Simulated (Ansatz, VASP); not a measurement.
## Al2Pt in VASP and in Ansatz

Contents of INCAR:

```
ALGO     = Normal         # electronic algorithm
EDIFF    = 1E-7           # SCF threshold, eV
ENCUT    = 520            # plane-wave cutoff, eV
GGA      = PE             # functional
ISIF     = 2              # what is computed and relaxed
ISMEAR   = 0              # smearing method
LASPH    = True           # aspherical terms in the spheres
LCHARG   = True           # write CHGCAR
LELF     = True           # ELF
LREAL    = False          # projectors in reciprocal space
LVHAR    = True         
LWAVE    = False          # write WAVECAR
NBANDS   = 15             # bands
NELM     = 80             # most SCF steps
PREC     = Accurate       # precision mode
SIGMA    = 0.1            # smearing width, eV
```

KPOINTS

```
k-points
0
Gamma
  12 12 12
```

File POSCAR:

```
Al2Pt
1.0
    0.0000000000      3.0727272000      3.0727272000
    3.0727272000      0.0000000000      3.0727272000
    3.0727272000      3.0727272000      0.0000000000
Al Pt
2 1
Direct
    0.2500000000      0.2500000000      0.2500000000
    0.7500000000      0.7500000000      0.7500000000
    0.0000000000      0.0000000000      0.0000000000
```

Input for Ansatz:

```yaml
crystal:
  lattice:
    - [0.0, 3.0727272, 3.0727272]
    - [3.0727272, 0.0, 3.0727272]
    - [3.0727272, 3.0727272, 0.0]
  atoms:
    - { symbol: Al, position: [0.25, 0.25, 0.25] }
    - { symbol: Al, position: [0.75, 0.75, 0.75] }
    - { symbol: Pt, position: [0.0, 0.0, 0.0] }
basis:
  ecutwfc: 420
kpoints:
  mp_grid: { grid: [12, 12, 12] }
hamiltonian:
  xc: pbe
scf:
  occupations: { method: gaussian, width: 0.1 }
output:
  forces: true
  stress: true
  eigenvalues: true
```

Alike in both runs: task single point; functional PBE; k mesh 12 × 12 × 12; occupations gaussian, width 0.1 eV; no spin polarisation.

```csv
,VASP,Ansatz
version,VASP 6.6.1,Ansatz 0.2.0
potentials or method,"VASP PAW PBE potentials, release 64 (Al, Pt), cutoff 520 eV","scalar-relativistic, plane waves, PAW"
valence electrons in the cell,16,24
```

Ansatz gave:

```
gap on the k mesh at the Fermi level (eV) : none
pressure (GPa)                            : -10.2
```

Problem. Estimate VASP's values.

Solution. gap on the k mesh at the Fermi level (eV): none; pressure (GPa): -10.4.

A gap of «none» marks a metal or a gap that the smearing closes. The functional is the same, so the differences come from potentials, cutoffs and numerics. VASP's potentials hold 16 valence electrons a cell and Ansatz's 24, so a difference there can come from the potentials and not from the codes.

Neither program's run includes spin-orbit coupling.
